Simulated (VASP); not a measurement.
# Sb2Se (Pn-3m) in VASP: a series of runs

The runs below take Sb2Se through single point, relaxation of cell and atoms, with PBE.

All numbers are computed with VASP 6.6.1; they aren't measurements. Logs are shortened: lines on timing, memory, paths and dates and some standing lists are left out, and cuts for length are marked.

### 1 The cell of the first run

It takes space group Pn-3m (No. 224, cubic). The conventional cell has a = 6.211 Å, b = 6.211 Å, c = 6.211 Å, α = 90.00°, β = 90.00°, γ = 90.00°. Within 3.5 Å of Sb (site symmetry -3m) lie 2 Se at 2.69 Å. Within 3.5 Å of Se (site symmetry -43m) lie 4 Sb at 2.69 Å.

The cell was generated, and may not be a known phase.

### 2 Single point, PBE

File INCAR:

```
SYSTEM = Sb2Se
PREC = Accurate
ENCUT = 520
EDIFF = 1E-6
ISMEAR = 0
SIGMA = 0.1
LREAL = .False.
LASPH = .True.
NELM = 100
ALGO = Normal
ISIF = 2
LWAVE = .False.
LCHARG = .True.
GGA = PE
LELF = .True.
LVHAR = .True.
NBANDS = 25
```

File KPOINTS:

```
regular mesh
0
Gamma
  4 4 4
  0 0 0
```

File POSCAR:

```
Sb2Se
1.0
    6.2106433967      0.0000000000      0.0000000000
    0.0000000000      6.2106433967      0.0000000000
    0.0000000000      0.0000000000      6.2106433967
Sb Se
4 2
Direct
    0.2500000000      0.2500000000      0.2500000000
    0.2500000000      0.7500000000      0.7500000000
    0.7500000000      0.7500000000      0.2500000000
    0.7500000000      0.2500000000      0.7500000000
    0.0000000000      0.0000000000      0.0000000000
    0.5000000000      0.5000000000      0.5000000000
```

Potentials or basis: VASP PAW PBE potentials, release 64 (Sb, Se).

Run with:

```
$ cat potpaw_PBE.64/Sb/POTCAR potpaw_PBE.64/Se/POTCAR > POTCAR
$ mpirun -np 1 vasp_std > vasp.out
```

OUTCAR:

```text
SYSTEM = Sb2Se
   PREC = Accurate
   ENCUT = 520
   EDIFF = 1E-6
   ISMEAR = 0
   LREAL = .False.
   LASPH = .True.
   NELM = 100
   ISIF = 2
   GGA = PE

 ion  position               nearest neighbor table
   1  0.250  0.250  0.250-   5 2.69   6 2.69
   2  0.250  0.750  0.750-   5 2.69   6 2.69
   3  0.750  0.750  0.250-   5 2.69   6 2.69
   4  0.750  0.250  0.750-   5 2.69   6 2.69
   5  0.000  0.000  0.000-   1 2.69   2 2.69   3 2.69   4 2.69
   6  0.500  0.500  0.500-   1 2.69   2 2.69   3 2.69   4 2.69

  LATTYP: Found a simple cubic cell.
 ALAT       =     6.2106433967

  Lattice vectors:

 A1 = (   6.2106433967,   0.0000000000,   0.0000000000)
 A2 = (   0.0000000000,   6.2106433967,   0.0000000000)
 A3 = (   0.0000000000,   0.0000000000,   6.2106433967)

Analysis of symmetry for initial positions (statically):
=====================================================================
 Subroutine PRICEL returns:
 Original cell was already a primitive cell.

 Routine SETGRP: Setting up the symmetry group for a
 simple cubic supercell.

 Subroutine GETGRP returns: Found 48 space group operations
 (whereof 24 operations were pure point group operations)
 out of a pool of 48 trial point group operations.

The static configuration has the point symmetry T_d .
 The point group associated with its full space group is O_h .

Analysis of symmetry for dynamics (positions and initial velocities):
=====================================================================
 Subroutine PRICEL returns:
 Original cell was already a primitive cell.

 Routine SETGRP: Setting up the symmetry group for a
 simple cubic supercell.

 Subroutine GETGRP returns: Found 48 space group operations
 (whereof 24 operations were pure point group operations)
 out of a pool of 48 trial point group operations.

The dynamic configuration has the point symmetry T_d .
 The point group associated with its full space group is O_h .

 Subroutine INISYM returns: Found 48 space group operations
 (whereof 24 operations are pure point group operations),
 and found     1 'primitive' translations

----------------------------------------------------------------------------------------

                                     Primitive cell

  volume of cell :     239.5575

  direct lattice vectors                    reciprocal lattice vectors
     6.210643397  0.000000000  0.000000000     0.161013914  0.000000000  0.000000000
     0.000000000  6.210643397  0.000000000     0.000000000  0.161013914  0.000000000
     0.000000000  0.000000000  6.210643397     0.000000000  0.000000000  0.161013914

  length of vectors
     6.210643397  6.210643397  6.210643397     0.161013914  0.161013914  0.161013914

  position of ions in fractional coordinates (direct lattice)
     0.250000000  0.250000000  0.250000000
     0.250000000  0.750000000  0.750000000
     0.750000000  0.750000000  0.250000000
     0.750000000  0.250000000  0.750000000
     0.000000000  0.000000000  0.000000000
     0.500000000  0.500000000  0.500000000

  ion indices of the primitive-cell ions
   primitive index   ion index
                 1           1
                 2           2
                 3           3
                 4           4
                 5           5
                 6           6

----------------------------------------------------------------------------------------

 KPOINTS: regular mesh

Automatic generation of k-mesh.
 Grid dimensions read from file:
 generate k-points for:    4    4    4

 Generating k-lattice:

  Cartesian coordinates                     Fractional coordinates (reciprocal lattice)
     0.040253478  0.000000000  0.000000000     0.250000000  0.000000000  0.000000000
     0.000000000  0.040253478  0.000000000     0.000000000  0.250000000  0.000000000
     0.000000000  0.000000000  0.040253478     0.000000000  0.000000000  0.250000000

  Length of vectors
     0.040253478  0.040253478  0.040253478

  Shift w.r.t. Gamma in fractional coordinates (k-lattice)
     0.000000000  0.000000000  0.000000000

 Subroutine IBZKPT returns following result:
 ===========================================

 Found     10 irreducible k-points:

 Following reciprocal coordinates:
            Coordinates               Weight
  0.000000  0.000000  0.000000      1.000000
  0.250000  0.000000  0.000000      6.000000
  0.500000  0.000000  0.000000      3.000000
  0.250000  0.250000  0.000000     12.000000
  0.500000  0.250000  0.000000     12.000000
  0.500000  0.500000  0.000000      3.000000
  0.250000  0.250000  0.250000      8.000000
  0.500000  0.250000  0.250000     12.000000
  0.500000  0.500000  0.250000      6.000000
  0.500000  0.500000  0.500000      1.000000
   k-points           NKPTS =     10   k-points in BZ     NKDIM =     10   number of bands    NBANDS=     25
   number of dos      NEDOS =    301   number of ions     NIONS =      6
   total plane-waves  NPLWV = 110592
   dimension x,y,z NGX =    48 NGY =   48 NGZ =   48
   dimension x,y,z NGXF=    96 NGYF=   96 NGZF=   96
   ions per type =               4   2
   NGX,Y,Z   is equivalent  to a cutoff of  12.85, 12.85, 12.85 a.u.
   NGXF,Y,Z  is equivalent  to a cutoff of  25.70, 25.70, 25.70 a.u.
 SYSTEM =  Sb2Se
   PREC   = accura    normal or accurate (medium, high low for compatibility)
   ISTART =      0    job   : 0-new  1-cont  2-samecut
   ICHARG =      2    charge: 1-file 2-atom 10-const
   ISPIN  =      1    spin polarized calculation?
   LNONCOLLINEAR =      F non collinear calculations
   LSORBIT =      F    spin-orbit coupling
   LASPH  =      T    aspherical Exc in radial PAW
   ENCUT  =  520.0 eV  38.22 Ry    6.18 a.u.  11.55 11.55 11.55*2*pi/ulx,y,z
   NELM   =    100;   NELMIN=  2; NELMDL= -5     # of ELM steps
   EDIFF  = 0.1E-05   stopping-criterion for ELM
   LREAL  =      F    real-space projection
   EDIFFG = 0.1E-04   stopping-criterion for IOM
   NSW    =      0    number of steps for IOM
   IBRION =     -1    ionic relax: 0-MD 1-quasi-New 2-CG
   NFREE  =      0    steps in history (QN), initial steepest desc. (CG)
   ISIF   =      2    stress and relaxation
   ISYM   =      2    0-nonsym 1-usesym 2-fastsym
   POTIM  = 0.5000    time-step for ionic-motion
   TEBEG  =    0.0;   TEEND  =   0.0 temperature during run
   PSTRESS=    0.0 pullay stress
   NELECT =      32.0000    total number of electrons
   NUPDOWN=      -1.0000    fix difference up-down
   EMIN   =  10.00;   EMAX   =-10.00  energy-range for DOS
   EFERMI =   0.00;   METHOD = LEGACY
   ISMEAR =     0;   SIGMA  =   0.10  broadening in eV -4-tet -1-fermi 0-gaus
   EFERMI_NEDOS =   21; number of points for ismear=-14 and -15
   IALGO  =     38    algorithm
   IMIX   =      4    mixing-type and parameters
     AMIX     =   0.40;   BMIX     =  1.00
     AMIX_MAG =   1.60;   BMIX_MAG =  1.00
  volume/ion in A,a.u.               =      39.93       269.44
  Fermi-wavevector in a.u.,A,eV,Ry     =   0.836864  1.581444  9.528723  0.700341
  Thomas-Fermi vector in A             =   1.950659
   LORBIT       =      0    0 simple, 1 ext, 2 COOP (PROOUT), +10 PAW based schemes
   GGA     = PE    functional components
   LHFCALC =     F    Hartree Fock is set to
   AEXX    =    0.0000 exact exchange contribution
   IVDW    =     0    specifies the selected vdW correction
   LEPSILON=     F    determine dielectric tensor
   LRPA    =     F    only Hartree local field effects (RPA)
 non-spin polarized calculation
 Gauss-broadening in eV      SIGMA  =   0.10
  energy-cutoff  :      520.00
  volume of cell :      239.56
 maximum number of plane-waves:      6488
 NGX is ok and might be reduce to    48
   NGX = 23   NGY = 23   NGZ = 23

 number of electron      32.0000002 magnetization

 Free energy of the ion-electron system (eV)
  ---------------------------------------------------
  ext. energy  EPLUGINS =         0.00000000
  ---------------------------------------------------
  free energy    TOTEN  =       -19.42340649 eV

  energy without entropy =      -19.37939092  energy(sigma->0) =      -19.40139871

 E-fermi :   2.8903     XC(G=0):  -7.9746

 val. band max:        2.8740893249   @ k =   0.5000   0.2500   0.2500
 cond. band min:       2.8926353768   @ k =   0.5000   0.5000   0.0000
 fundamental gap:      0.0185460519
 Fermi energy:         2.8903369923

 k-point     1 :       0.0000    0.0000    0.0000
  band No.  band energies     occupation
      1     -11.1817      2.00000
      2     -10.7645      2.00000
      3      -6.1234      2.00000
      4      -6.1234      2.00000
      5      -6.1234      2.00000
      6      -4.6155      2.00000
[... 17 lines left out ...]
     24       7.2130      0.00000
     25       7.2130      0.00000

 k-point     2 :       0.2500    0.0000    0.0000
  band No.  band energies     occupation
      1     -11.1217      2.00000
      2     -10.8262      2.00000
      3      -6.1130      2.00000
      4      -6.1130      2.00000
      5      -5.9960      2.00000
      6      -4.9994      2.00000
[... 17 lines left out ...]
     24       7.1578      0.00000
     25       7.5378      0.00000

 k-point     3 :       0.5000    0.0000    0.0000
  band No.  band energies     occupation
      1     -10.9748      2.00000
      2     -10.9748      2.00000
      3      -6.1025      2.00000
      4      -6.1025      2.00000
      5      -5.6002      2.00000
      6      -5.6002      2.00000
[... 17 lines left out ...]
     24       6.7881      0.00000
     25       8.6860      0.00000

 k-point     4 :       0.2500    0.2500    0.0000
  band No.  band energies     occupation
      1     -11.0751      2.00000
      2     -10.8651      2.00000
      3      -6.2550      2.00000
      4      -6.1631      2.00000
      5      -5.7457      2.00000
      6      -5.1507      2.00000
[... 17 lines left out ...]
     24       7.1485      0.00000
     25       7.8203      0.00000

 k-point     5 :       0.5000    0.2500    0.0000
  band No.  band energies     occupation
      1     -10.9664      2.00000
      2     -10.9664      2.00000
      3      -6.2618      2.00000
      4      -6.2618      2.00000
      5      -5.4369      2.00000
      6      -5.4369      2.00000
[... 17 lines left out ...]
     24       6.6280      0.00000
     25       8.8443      0.00000

 k-point     6 :       0.5000    0.5000    0.0000
  band No.  band energies     occupation
      1     -10.9578      2.00000
      2     -10.9578      2.00000
      3      -6.3758      2.00000
      4      -6.3758      2.00000
      5      -5.3179      2.00000
      6      -5.3179      2.00000
[... 17 lines left out ...]
     24       6.7236      0.00000
     25       8.7644      0.00000

 k-point     7 :       0.2500    0.2500    0.2500
  band No.  band energies     occupation
      1     -11.0537      2.00000
      2     -10.8726      2.00000
      3      -6.2386      2.00000
      4      -6.2386      2.00000
      5      -5.9135      2.00000
      6      -4.9074      2.00000
[... 17 lines left out ...]
     24       6.9701      0.00000
     25       8.0555      0.00000

 k-point     8 :       0.5000    0.2500    0.2500
  band No.  band energies     occupation
      1     -11.0290      2.00000
      2     -10.8832      2.00000
      3      -6.3300      2.00000
      4      -6.2218      2.00000
      5      -5.9934      2.00000
      6      -4.7388      2.00000
[... 17 lines left out ...]
     24       6.8237      0.00000
     25       8.3032      0.00000

 k-point     9 :       0.5000    0.5000    0.2500
  band No.  band energies     occupation
      1     -11.0498      2.00000
      2     -10.8415      2.00000
      3      -6.3544      2.00000
      4      -6.3544      2.00000
      5      -6.0513      2.00000
      6      -4.3999      2.00000
[... 17 lines left out ...]
     24       6.9636      0.00000
     25       8.4659      0.00000

 k-point    10 :       0.5000    0.5000    0.5000
  band No.  band energies     occupation
      1     -11.0821      2.00000
      2     -10.7841      2.00000
      3      -6.3323      2.00000
      4      -6.3323      2.00000
      5      -6.3323      2.00000
      6      -3.8484      2.00000
[... 17 lines left out ...]
     24       7.2357      0.00000
     25       7.8066      0.00000

------------------------ aborting loop because EDIFF is reached ----------------------------------------

  FORCE on cell =-STRESS in cart. coord.  units (eV):
  Direction    XX          YY          ZZ          XY          YZ          ZX
  --------------------------------------------------------------------------------------
  -------------------------------------------------------------------------------------
  Total        0.0642187      0.0642187      0.0642187     -0.0000000      0.0000000     -0.0000000
  in kB        0.4294992      0.4294992      0.4294992     -0.0000000      0.0000000     -0.0000000
  external PRESSURE =       0.4294992 kB  Pullay stress =       0.0000000 kB

 VOLUME and BASIS-vectors are now :
 -----------------------------------------------------------------------------
  energy-cutoff  :      520.00
  volume of cell :      239.56
      direct lattice vectors                 reciprocal lattice vectors
     6.210643397  0.000000000  0.000000000     0.161013914  0.000000000  0.000000000
     0.000000000  6.210643397  0.000000000     0.000000000  0.161013914  0.000000000
     0.000000000  0.000000000  6.210643397     0.000000000  0.000000000  0.161013914

 POSITION                                       TOTAL-FORCE (eV/Angst)
 -----------------------------------------------------------------------------------
      1.55266      1.55266      1.55266        -0.000000      0.000000     -0.000000
      1.55266      4.65798      4.65798         0.000000      0.000000     -0.000000
      4.65798      4.65798      1.55266         0.000000     -0.000000      0.000000
      4.65798      1.55266      4.65798        -0.000000     -0.000000     -0.000000
      0.00000      0.00000      0.00000         0.000000     -0.000000     -0.000000
      3.10532      3.10532      3.10532        -0.000000     -0.000000     -0.000000
 -----------------------------------------------------------------------------------
    total drift:                               -0.000000     -0.000000      0.000000

  FREE ENERGIE OF THE ION-ELECTRON SYSTEM (eV)
  ---------------------------------------------------
  free  energy   TOTEN  =       -19.4234064909 eV

  energy  without entropy=      -19.3793909235  energy(sigma->0) =      -19.40139871
```

It took 2.2 min on 1 thread of Intel Xeon 8259CL, shared host; peak memory 0.33 GiB.

What came out:

| Item | Value |
| --- | --- |
| Free energy | -19.4234 eV |
| Pressure | 0.0 GPa |
| Band gap on the k mesh | zero (bands 16 and 17 overlap by 0.59 eV) |

Caveat: spin-orbit coupling is left out, which moves the levels of the heavy elements.

### 3 Relaxation of cell and atoms, PBE

This run uses another cell than the first one, of 29.20 Å³/atom.

File INCAR:

```
ALGO = Normal
EDIFF = 1E-6
EDIFFG = -0.04
ENCUT = 600
GGA = PE
IBRION = 2
ISIF = 3
ISMEAR = 0
LASPH = True
LCHARG = False
LREAL = False
LWAVE = False
NELM = 100
NSW = 90
PREC = Accurate
SIGMA = 0.1
```

File KPOINTS:

```
k-points
0
Gamma
  4 4 4
```

Edit POSCAR of step 2 so:

```diff
@@ -2,5 +2,5 @@
 1.0
-    6.2106433967      0.0000000000      0.0000000000
-    0.0000000000      6.2106433967      0.0000000000
-    0.0000000000      0.0000000000      6.2106433967
+    5.5956179900      0.0000000000      0.0000000000
+    0.0000000000      5.5956179900      0.0000000000
+    0.0000000000      0.0000000000      5.5956179900
 Sb Se
```

Potentials or basis: VASP PAW PBE potentials, release 64 (Sb, Se).

Run with:

```
$ cat potpaw_PBE.64/Sb/POTCAR potpaw_PBE.64/Se/POTCAR > POTCAR
$ mpirun -np 1 vasp_std > vasp.out
```

Wall time 4.7 min (1 thread of Intel Xeon 8259CL, shared host); peak memory 0.35 GiB.

Results (log left out):

* Free energy: -19.4220 eV
* Relaxed volume: 40.04 Å³/atom
* Relaxed cell: a = 6.217 Å, b = 6.217 Å, c = 6.217 Å, α = 90.00°, β = 90.00°, γ = 90.00°
* Space group after relaxing (to 0.1 Å): Pn-3m (No. 224)
* Energy gained by relaxing: 482.2 meV/atom
* Ionic steps: 4
* Pressure after relaxing: 0.0 GPa
* Band gap on the k mesh: zero (bands 16 and 17 overlap by 0.59 eV)

Step by step:
| step | energy change (eV) | largest force (eV/Å) | pressure (GPa) | volume (Å³) |
| --- | --- | --- | --- | --- |
| 1 | 0.0000 | 0.0000 | 19.02 | 175.20 |
| 2 | -2.4358 | 0.0000 | -3.30 | 278.60 |
| 3 | -2.8922 | 0.0000 | 0.21 | 238.27 |
| 4 | -2.8932 | 0.0000 | -0.05 | 240.27 |

Final structure:
```yaml
crystal:
  lattice:
    - [6.21677, 0.00000, 0.00000]
    - [0.00000, 6.21677, 0.00000]
    - [0.00000, 0.00000, 6.21677]
  atoms:
    - { symbol: Sb, position: [0.25000, 0.25000, 0.25000] }
    - { symbol: Sb, position: [0.25000, 0.75000, 0.75000] }
    - { symbol: Sb, position: [0.75000, 0.75000, 0.25000] }
    - { symbol: Sb, position: [0.75000, 0.25000, 0.75000] }
    - { symbol: Se, position: [0.00000, 0.00000, 0.00000] }
    - { symbol: Se, position: [0.50000, 0.50000, 0.50000] }
```

Levels at points of the mesh, in eV from the Fermi level:
| k point | band 13 | band 14 | band 15 | band 16 | band 17 | band 18 | band 19 | band 20 |
| --- | --- | --- | --- | --- | --- | --- | --- | --- |
| (0.00, 0.00, 0.00) | -1.36 | -1.36 | -0.09 | -0.09 | -0.09 | 0.76 | 0.76 | 0.76 |
| (0.50, 0.00, 0.00) | -1.39 | -1.39 | -0.90 | -0.90 | -0.11 | -0.11 | 1.65 | 1.65 |
| (0.50, 0.50, 0.00) | -0.42 | -0.42 | -0.02 | -0.02 | 0.00 | 0.00 | 0.60 | 0.60 |
| (0.50, 0.50, 0.50) | -1.29 | -1.29 | -1.29 | 0.48 | 0.48 | 0.81 | 0.81 | 0.81 |

Caveat: the volume moved by over 15 % at a fixed basis, so the end points are rough; spin-orbit coupling is left out, which moves the levels of the heavy elements.
